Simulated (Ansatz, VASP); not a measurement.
# Al4Cl in VASP and in Ansatz

```
Al Cl
1.0
     4.98147    0.00000    0.00000
    -2.49073    4.31408    0.00000
     0.00000    0.00000    5.25109
Al Cl
4 1
Cartesian
  0.0000 2.8761 1.3002
  2.4907 1.4380 1.3002
  0.0000 2.8761 3.9509
  2.4907 1.4380 3.9509
  0.0000 0.0000 2.6255
```

Alike in both runs: functional PBE; k mesh 12 × 12 × 8; occupations gaussian, width 0.1 eV; no spin polarisation.

Ansatz relaxed the structure, and its values are those at the end. VASP's run is a single point on that final structure, the one shown.

|  | VASP | Ansatz |
| --- | --- | --- |
| version | VASP 6.6.1 | Ansatz 0.2.0 |
| potentials or method | VASP PAW PBE potentials, release 64 (Al, Cl), cutoff 520 eV | scalar-relativistic, plane waves, PAW |
| valence electrons in the cell | 19 | 19 |

|  | VASP | Ansatz | Ansatz less VASP |
| --- | --- | --- | --- |
| gap on the k mesh at the Fermi level (eV) | none | none | - |
| pressure (GPa) | 0.0 | 0.0 | +0.03 |

A gap of «none» marks a metal or a gap that the smearing closes.
